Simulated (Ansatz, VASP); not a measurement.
**Two plane-wave programs on C**

File INCAR:

```
  PREC = Accurate
  ENCUT = 520
  EDIFF = 1E-6
  ISMEAR = 0
  SIGMA = 0.05
  LREAL = False
  LASPH = True
  NELM = 100
  ALGO = Normal
  ISIF = 2
  LWAVE = False
  LCHARG = False
  GGA = PE
  NBANDS = 26
```

File KPOINTS:

```
regular mesh
0
Gamma
  12 12 4
```

POSCAR

```
C
1.0
    2.5601158911      0.0000000000      0.0000000000
   -1.2800579455      2.2171253983      0.0000000000
    0.0000000000      0.0000000000      8.4433802906
C
8
Direct
   -0.0027514005     -0.0055028011      0.0929732494
   -0.0027514005     -0.0055028011      0.5929732494
   -0.0027514005     -0.0055028011      0.4070267506
   -0.0027514005     -0.0055028011      0.9070267506
    0.3360847339      0.6721694677      0.1555299995
    0.6694180672      0.3388361344      0.6555299995
    0.3360847339      0.6721694677      0.3444700005
    0.6694180672      0.3388361344      0.8444700005
```

Input for Ansatz:

```yaml
crystal:
  lattice:
    - [2.5601158911, 0.0, 0.0]
    - [-1.2800579455, 2.2171253983, 0.0]
    - [0.0, 0.0, 8.4433802906]
  atoms:
    - { symbol: C, position: [-0.0027514005, -0.0055028011, 0.0929732494] }
    - { symbol: C, position: [-0.0027514005, -0.0055028011, 0.5929732494] }
    - { symbol: C, position: [-0.0027514005, -0.0055028011, 0.4070267506] }
    - { symbol: C, position: [-0.0027514005, -0.0055028011, 0.9070267506] }
    - { symbol: C, position: [0.3360847339, 0.6721694677, 0.1555299995] }
    - { symbol: C, position: [0.6694180672, 0.3388361344, 0.6555299995] }
    - { symbol: C, position: [0.3360847339, 0.6721694677, 0.3444700005] }
    - { symbol: C, position: [0.6694180672, 0.3388361344, 0.8444700005] }
basis:
  ecutwfc: 520.0
kpoints:
  mp_grid: { grid: [12, 12, 4] }
hamiltonian:
  xc: pbe
  pseudopotentials: { kind: paw, azcp: { folder: soft_1 } }
scf:
  occupations: { method: gaussian, width: 0.05 }
output:
  forces: true
  stress: true
  eigenvalues: true
```

Change from the starting cell: mode 14 frozen in at -0.012 Å, equal normal strain along x, y and z +0.0167.

Alike in both runs: task single point; functional PBE; k mesh 12 × 12 × 4; occupations gaussian, width 0.05 eV; no spin polarisation.

|  | VASP | Ansatz |
| --- | --- | --- |
| version | VASP 6.6.1 | Ansatz 0.2.0 |
| potentials or method | VASP PAW PBE potentials, release 64 (C), cutoff 520 eV | scalar-relativistic, plane waves, PAW |
| valence electrons in the cell | 32 | 32 |

Ansatz gave:

* gap on the k mesh at the Fermi level (eV): 4.34
* least direct gap on the mesh (eV): 5.07
* pressure (GPa): -19.4
* traceless stress, the component that is largest in VASP (GPa): 0.18
* rms of the force components (eV/Å): 0.390

Estimate VASP's values.

gap on the k mesh at the Fermi level (eV): 4.33; least direct gap on the mesh (eV): 5.07; pressure (GPa): -19.0; traceless stress, the component that is largest in VASP (GPa): 0.20; rms of the force components (eV/Å): 0.393.

Atom by atom the forces differ by 0.004 eV/Å (rms over components). The functional is the same, so the differences come from potentials, cutoffs and numerics.
